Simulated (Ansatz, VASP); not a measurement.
## Two plane-wave programs on SnO2

Contents of INCAR:

```
PREC = Accurate
ENCUT = 520
EDIFF = 1E-6
ISMEAR = 0
SIGMA = 0.05
LREAL = False
LASPH = True
NELM = 60
ALGO = Normal
ISIF = 2
LWAVE = False
LCHARG = False
GGA = PE
NBANDS = 35
```

KPOINTS

```
Automatic mesh
0
Gamma
  10 10 10
```

POSCAR

```
SnO2
1.0
   -2.0262505044      2.0262505044      5.1806864801
    2.0262505044     -2.0262505044      5.1806864801
    2.0262505044      2.0262505044     -5.1806864801
Sn O
2 4
Direct
    0.7500000000      0.2500000000      0.5000000000
    0.0000000000      0.0000000000      0.0000000000
    0.6653790199      0.8825288733     -0.2171498534
    0.9524019562      0.4524019562      0.5000000000
    0.2024019562      0.2024019562      0.0000000000
    0.5475980438      0.0475980438      0.5000000000
```

Input for Ansatz:

```yaml
crystal:
  lattice:
    - [-2.0262505044, 2.0262505044, 5.1806864801]
    - [2.0262505044, -2.0262505044, 5.1806864801]
    - [2.0262505044, 2.0262505044, -5.1806864801]
  atoms:
    - { symbol: Sn, position: [0.75, 0.25, 0.5] }
    - { symbol: Sn, position: [0.0, 0.0, 0.0] }
    - { symbol: O, position: [0.6653790199, 0.8825288733, -0.2171498534] }
    - { symbol: O, position: [0.9524019562, 0.4524019562, 0.5] }
    - { symbol: O, position: [0.2024019562, 0.2024019562, 0.0] }
    - { symbol: O, position: [0.5475980438, 0.0475980438, 0.5] }
basis:
  ecutwfc: 420
kpoints:
  mp_grid: { grid: [10, 10, 10] }
hamiltonian:
  xc: pbe
  pseudopotentials: { kind: paw, azcp: { folder: soft_1 } }
scf:
  occupations: { method: gaussian, width: 0.05 }
output:
  forces: true
  stress: true
  eigenvalues: true
```

Alike in both runs: task single point; functional PBE; k mesh 10 × 10 × 10; occupations gaussian, width 0.05 eV; no spin polarisation.

|  | VASP | Ansatz |
| --- | --- | --- |
| version | VASP 6.6.1 | Ansatz 0.2.0 |
| potentials or method | VASP PAW PBE potentials, release 64 (Sn_d, O), cutoff 520 eV | scalar-relativistic, plane waves, PAW |
| valence electrons in the cell | 52 | 52 |

Ansatz gave:

| Quantity | Value |
| --- | --- |
| gap on the k mesh at the Fermi level (eV) | none |
| rms of the force components (eV/Å) | 10.736 |

**Question.** Which values does VASP return?

**Answer.** gap on the k mesh at the Fermi level (eV): none; rms of the force components (eV/Å): 9.999.

Atom by atom the forces differ by 0.748 eV/Å (rms over components). A gap of «none» marks a metal or a gap that the smearing closes.
